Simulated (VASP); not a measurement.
# Ni (P6_3/mmc) in VASP: notebook

Ni is run at these levels: LDA; tasks: single point.

Program: VASP 6.6.1. These are calculated values, not measurements. Logs are shortened: lines on timing, memory, paths and dates and some standing lists are left out, and cuts for length are marked.

### Step 1. The cell of the first run

The structure is hexagonal, space group P6_3/mmc (No. 194). Conventional cell: a = 2.448 Å, b = 2.448 Å, c = 4.073 Å, α = 90.00°, β = 90.00°, γ = 120.00°. Ni (site symmetry -6m2) has 12 Ni at 2.45 to 2.48 Å within 3.2 Å.

### Step 2. Single point, LDA, collinear spin, ferromagnetic start

Input file INCAR:

```
ALGO     = Normal         # electronic algorithm
EDIFF    = 1E-6           # SCF threshold, eV
ENCUT    = 520            # plane-wave cutoff, eV
GGA      = CA             # functional
ISIF     = 2              # what is computed and relaxed
ISMEAR   = -1             # smearing method
ISPIN    = 2              # spin polarisation
LASPH    = True           # aspherical terms in the spheres
LCHARG   = True           # write CHGCAR
LELF     = True           # ELF
LMAXMIX  = 4              # l up to which the mixer works
LORBIT   = 11             # projections on sites
LREAL    = False          # projectors in reciprocal space
LVHAR    = True         
LWAVE    = False          # write WAVECAR
MAGMOM   = 0.79 0.79      # initial moments
NBANDS   = 21             # bands
NELM     = 150            # most SCF steps
NUPDOWN  = 1.4            # fixed moment
PREC     = Accurate       # precision mode
SIGMA    = 0.2            # smearing width, eV
```

Input file KPOINTS:

```
k-points
0
Gamma
  6 6 3
```

Input file POSCAR:

```
Ni
1.0
    2.4480230000      0.0000000000      0.0000000000
   -1.2240110000      2.1200500000      0.0000000000
    0.0000000000      0.0000000000      4.0728080000
Ni
2
Direct
    0.3333333333      0.6666666667      0.2500000000
    0.6666666667      0.3333333333      0.7500000000
```

Potentials or basis: VASP PAW LDA potentials, release 64 (Ni).

On the command line:

```sh
cat potpaw_LDA.64/Ni/POTCAR > POTCAR
mpirun -np 1 vasp_std > vasp.out
```

OUTCAR:

```text
EDIFF = 1E-6
   ENCUT = 520
   GGA = CA
   ISIF = 2
   ISMEAR = -1
   ISPIN = 2
   LASPH = True
   LORBIT = 11
   LREAL = False
   NELM = 150
   NUPDOWN = 1.4
   PREC = Accurate

 ion  position               nearest neighbor table
   1  0.333  0.667  0.250-   2 2.48   2 2.48   2 2.48   2 2.48   2 2.48   2 2.48
   2  0.667  0.333  0.750-   1 2.48   1 2.48   1 2.48   1 2.48   1 2.48   1 2.48

  LATTYP: Found a hexagonal cell.
 ALAT       =     2.4480230000
 C/A-ratio  =     1.6637131269

  Lattice vectors:

 A1 = (   2.4480230000,   0.0000000000,   0.0000000000)
 A2 = (  -1.2240110000,   2.1200500000,   0.0000000000)
 A3 = (   0.0000000000,   0.0000000000,   4.0728080000)

Analysis of symmetry for initial positions (statically):
=====================================================================
 Subroutine PRICEL returns:
 Original cell was already a primitive cell.

 Routine SETGRP: Setting up the symmetry group for a
 hexagonal supercell.

 Subroutine GETGRP returns: Found 24 space group operations
 (whereof 12 operations were pure point group operations)
 out of a pool of 24 trial point group operations.

The static configuration has the point symmetry D_3d.
 The point group associated with its full space group is D_6h.

Analysis of symmetry for dynamics (positions and initial velocities):
=====================================================================
 Subroutine PRICEL returns:
 Original cell was already a primitive cell.

 Routine SETGRP: Setting up the symmetry group for a
 hexagonal supercell.

 Subroutine GETGRP returns: Found 24 space group operations
 (whereof 12 operations were pure point group operations)
 out of a pool of 24 trial point group operations.

The dynamic configuration has the point symmetry D_3d.
 The point group associated with its full space group is D_6h.

Analysis of structural, dynamic, and magnetic symmetry:
=====================================================================
 Subroutine PRICEL returns:
 Original cell was already a primitive cell.

 Routine SETGRP: Setting up the symmetry group for a
 hexagonal supercell.

 Subroutine GETGRP returns: Found 24 space group operations
 (whereof 12 operations were pure point group operations)
 out of a pool of 24 trial point group operations.

The overall configuration has the point symmetry D_3d.
 The point group associated with its full space group is D_6h.

 Subroutine INISYM returns: Found 24 space group operations
 (whereof 12 operations are pure point group operations),
 and found     1 'primitive' translations

----------------------------------------------------------------------------------------

                                     Primitive cell

  volume of cell :      21.1376

  direct lattice vectors                    reciprocal lattice vectors
     2.448023000  0.000000000  0.000000000     0.408492894  0.235843398  0.000000000
    -1.224011000  2.120050000  0.000000000     0.000000000  0.471686989  0.000000000
     0.000000000  0.000000000  4.072808000     0.000000000  0.000000000  0.245530848

  length of vectors
     2.448023000  2.448022657  4.072808000     0.471686922  0.471686989  0.245530848

  position of ions in fractional coordinates (direct lattice)
     0.333333333  0.666666667  0.250000000
     0.666666667  0.333333333  0.750000000

  ion indices of the primitive-cell ions
   primitive index   ion index
                 1           1
                 2           2

----------------------------------------------------------------------------------------

 KPOINTS: k-points

Automatic generation of k-mesh.
 Grid dimensions read from file:
 generate k-points for:    6    6    3

 Generating k-lattice:

  Cartesian coordinates                     Fractional coordinates (reciprocal lattice)
     0.068082149  0.039307233  0.000000000     0.166666667  0.000000000  0.000000000
     0.000000000  0.078614498  0.000000000     0.000000000  0.166666667  0.000000000
     0.000000000  0.000000000  0.081843616     0.000000000  0.000000000  0.333333333

  Length of vectors
     0.078614487  0.078614498  0.081843616

  Shift w.r.t. Gamma in fractional coordinates (k-lattice)
     0.000000000  0.000000000  0.000000000

 Subroutine IBZKPT returns following result:
 ===========================================

 Found     14 irreducible k-points:

 Following reciprocal coordinates:
            Coordinates               Weight
  0.000000  0.000000  0.000000      1.000000
  0.166667 -0.000000  0.000000      6.000000
  0.333333 -0.000000  0.000000      6.000000
  0.500000  0.000000  0.000000      3.000000
  0.166667  0.166667  0.000000      6.000000
  0.333333  0.166667  0.000000     12.000000
  0.333333  0.333333  0.000000      2.000000
  0.000000  0.000000  0.333333      2.000000
  0.166667 -0.000000  0.333333     12.000000
  0.333333 -0.000000  0.333333     12.000000
  0.500000  0.000000  0.333333      6.000000
  0.166667  0.166667  0.333333     12.000000
  0.333333  0.166667  0.333333     24.000000
  0.333333  0.333333  0.333333      4.000000
   k-points           NKPTS =     14   k-points in BZ     NKDIM =     14   number of bands    NBANDS=     21
   number of dos      NEDOS =    301   number of ions     NIONS =      2
   total plane-waves  NPLWV =   9720
   dimension x,y,z NGX =    18 NGY =   18 NGZ =   30
   dimension x,y,z NGXF=    36 NGYF=   36 NGZF=   60
   ions per type =               2
   NGX,Y,Z   is equivalent  to a cutoff of  12.22, 12.22, 12.25 a.u.
   NGXF,Y,Z  is equivalent  to a cutoff of  24.45, 24.45, 24.49 a.u.
 SYSTEM =  unknown system
   PREC   = accura    normal or accurate (medium, high low for compatibility)
   ISTART =      0    job   : 0-new  1-cont  2-samecut
   ICHARG =      2    charge: 1-file 2-atom 10-const
   ISPIN  =      2    spin polarized calculation?
   LNONCOLLINEAR =      F non collinear calculations
   LSORBIT =      F    spin-orbit coupling
   LASPH  =      T    aspherical Exc in radial PAW
   ENCUT  =  520.0 eV  38.22 Ry    6.18 a.u.   4.55  4.55  7.57*2*pi/ulx,y,z
   NELM   =    150;   NELMIN=  2; NELMDL= -5     # of ELM steps
   EDIFF  = 0.1E-05   stopping-criterion for ELM
   LREAL  =      F    real-space projection
   EDIFFG = 0.1E-04   stopping-criterion for IOM
   NSW    =      0    number of steps for IOM
   IBRION =     -1    ionic relax: 0-MD 1-quasi-New 2-CG
   NFREE  =      0    steps in history (QN), initial steepest desc. (CG)
   ISIF   =      2    stress and relaxation
   ISYM   =      2    0-nonsym 1-usesym 2-fastsym
   POTIM  = 0.5000    time-step for ionic-motion
   TEBEG  =    0.0;   TEEND  =   0.0 temperature during run
   PSTRESS=    0.0 pullay stress
   NELECT =      20.0000    total number of electrons
   NUPDOWN=       1.4000    fix difference up-down
   EMIN   =  10.00;   EMAX   =-10.00  energy-range for DOS
   EFERMI =   0.00;   METHOD = LEGACY
   ISMEAR =    -1;   SIGMA  =   0.20  broadening in eV -4-tet -1-fermi 0-gaus
   EFERMI_NEDOS =   21; number of points for ismear=-14 and -15
   IALGO  =     38    algorithm
   IMIX   =      4    mixing-type and parameters
     AMIX     =   0.40;   BMIX     =  1.00
     AMIX_MAG =   1.60;   BMIX_MAG =  1.00
  volume/ion in A,a.u.               =      10.57        71.32
  Fermi-wavevector in a.u.,A,eV,Ry     =   1.607187  3.037142 35.144515  2.583049
  Thomas-Fermi vector in A             =   2.703255
   LORBIT       =     11    0 simple, 1 ext, 2 COOP (PROOUT), +10 PAW based schemes
   GGA     = CA    functional components
   LHFCALC =     F    Hartree Fock is set to
   AEXX    =    0.0000 exact exchange contribution
   IVDW    =     0    specifies the selected vdW correction
   LEPSILON=     F    determine dielectric tensor
   LRPA    =     F    only Hartree local field effects (RPA)
 spin polarized calculation
  energy-cutoff  :      520.00
  volume of cell :       21.14
 maximum number of plane-waves:       581
   NGX =  9   NGY =  9   NGZ = 15

 number of electron      19.9999997 magnetization       1.3999653

 Free energy of the ion-electron system (eV)
  ---------------------------------------------------
  ext. energy  EPLUGINS =         0.00000000
  ---------------------------------------------------
  free energy    TOTEN  =       -13.29130790 eV

  energy without entropy =      -12.92680669  energy(sigma->0) =      -13.10905730

 E-fermi :   9.4395     XC(G=0): -13.7858

 val. band max:        9.4434857528   @ k =   0.1667  -0.0000   0.3333
 cond. band min:       9.4862200216   @ k =   0.3333   0.3333   0.3333
 fundamental gap:      0.0427342687
 Fermi energy:        10.0700104606

 spin component 1

 k-point     1 :       0.0000    0.0000    0.0000
  band No.  band energies     occupation
      1       0.2423      1.00000
      2       4.4461      1.00000
      3       6.9164      1.00000
      4       7.0799      1.00000
      5       7.0799      1.00000
      6       7.3454      1.00000
[... 309 lines left out ...]
      4       6.0405      1.00000
      5       6.6971      1.00000
      6       6.6971      1.00000
[... 13 lines left out ...]
     20      37.0339      0.00000
     21      39.3158      0.00000
 Fermi energy:         9.4395354876

 spin component 2

 k-point     1 :       0.0000    0.0000    0.0000
  band No.  band energies     occupation
      1       0.3214      1.00000
      2       4.8553      1.00000
      3       7.5706      0.99991
      4       7.7286      0.99981
      5       7.7286      0.99981
      6       8.0101      0.99921
[... 310 lines left out ...]
      5       7.2406      0.99998
      6       7.2406      0.99998
[... 13 lines left out ...]
     20      37.1346      0.00000
     21      39.4625      0.00000

------------------------ aborting loop because EDIFF is reached ----------------------------------------

  FORCE on cell =-STRESS in cart. coord.  units (eV):
  Direction    XX          YY          ZZ          XY          YZ          ZX
  --------------------------------------------------------------------------------------
  -------------------------------------------------------------------------------------
  Total       -1.0589336     -1.0589335     -1.4793733     -0.0000002     -0.0000000     -0.0000000
  in kB      -80.2645515    -80.2645434   -112.1328374     -0.0000189     -0.0000000     -0.0000000
  external PRESSURE =     -90.8873107 kB  Pullay stress =       0.0000000 kB

 VOLUME and BASIS-vectors are now :
 -----------------------------------------------------------------------------
  energy-cutoff  :      520.00
  volume of cell :       21.14
      direct lattice vectors                 reciprocal lattice vectors
     2.448023000  0.000000000  0.000000000     0.408492894  0.235843398  0.000000000
    -1.224011000  2.120050000  0.000000000     0.000000000  0.471686989  0.000000000
     0.000000000  0.000000000  4.072808000     0.000000000  0.000000000  0.245530848

 POSITION                                       TOTAL-FORCE (eV/Angst)
 -----------------------------------------------------------------------------------
      0.00000      1.41337      1.01820        -0.000000      0.000000      0.000000
      1.22401      0.70668      3.05461         0.000000     -0.000000      0.000000
 -----------------------------------------------------------------------------------
    total drift:                               -0.000000      0.000000     -0.000000

  FREE ENERGIE OF THE ION-ELECTRON SYSTEM (eV)
  ---------------------------------------------------
  free  energy   TOTEN  =       -13.2913078999 eV

  energy  without entropy=      -12.9268066923  energy(sigma->0) =      -13.10905730

 total charge

# of ion       s       p       d       tot
------------------------------------------
    1        0.514   0.525   8.333   9.373
    2        0.514   0.525   8.333   9.373
--------------------------------------------------
tot          1.029   1.050  16.667  18.746

 magnetization (x)

# of ion       s       p       d       tot
------------------------------------------
    1       -0.003  -0.009   0.710   0.698
    2       -0.003  -0.009   0.710   0.698
--------------------------------------------------
tot         -0.005  -0.019   1.421   1.396
```

Wall time 11 s (1 thread of Intel Xeon Platinum 8259CL at 2.50GHz (Skylake/Cascade Lake), shared host); peak memory 0.12 GiB.

Results:

```
Free energy                                           : -13.2913 eV
Pressure                                              : -9.1 GPa
Net moment                                            : 1.40 μB per cell
Site moments                                          : Ni +0.70 μB
Valence electrons inside the program's atomic spheres : Ni 9.37
```

Stress tensor (GPa, compression positive):
```
 -8.03   0.00   0.00
  0.00  -8.03   0.00
  0.00   0.00 -11.21
```

Caveat: the k points lie up to 0.51 Å⁻¹ apart; the total moment is fixed, so each spin has its own Fermi level.

(Part 1 of 3 ends here.)
